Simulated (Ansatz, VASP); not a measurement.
## One calculation of AlGe4As, two programs

```
CELL_PARAMETERS angstrom
-2.88075 2.88075 3.90372
2.88075 -2.88075 3.90372
2.88075 2.88075 -3.90372
ATOMIC_POSITIONS crystal
Al 0.00000 0.00000 0.00000
As 0.25000 0.75000 0.50000
Ge 0.38900 0.35000 0.50300
Ge 0.65000 0.15300 0.03900
Ge 0.84700 0.88600 0.49700
Ge 0.11400 0.61100 0.96100
```

Alike in both runs: task single point; functional r2SCAN; k mesh 6 × 6 × 6; occupations gaussian, width 0.0181 eV; no spin polarisation.

|  | VASP | Ansatz |
| --- | --- | --- |
| version | VASP 6.6.1 | Ansatz 0.2.0 |
| potentials or method | VASP PAW PBE potentials, release 64 (Al, As, Ge_d), cutoff 520 eV | PAW plane waves |
| valence electrons in the cell | 64 | 74 |

```tsv
	VASP	Ansatz	Ansatz less VASP
pressure (GPa)	9.8	9.8	+0.01
traceless stress, the component that is largest in VASP (GPa)	-4.71	-4.71	0.000
rms of the force components (eV/Å)	1.533	1.535	+0.0019
```

VASP's potentials were made for PBE, not for r2SCAN. Atom by atom the forces differ by 0.009 eV/Å (rms over components). With one functional, cell and mesh, what is left measures potentials, basis and numerics. VASP's potentials hold 64 valence electrons a cell and Ansatz's 74, so a difference there can come from the potentials and not from the codes.
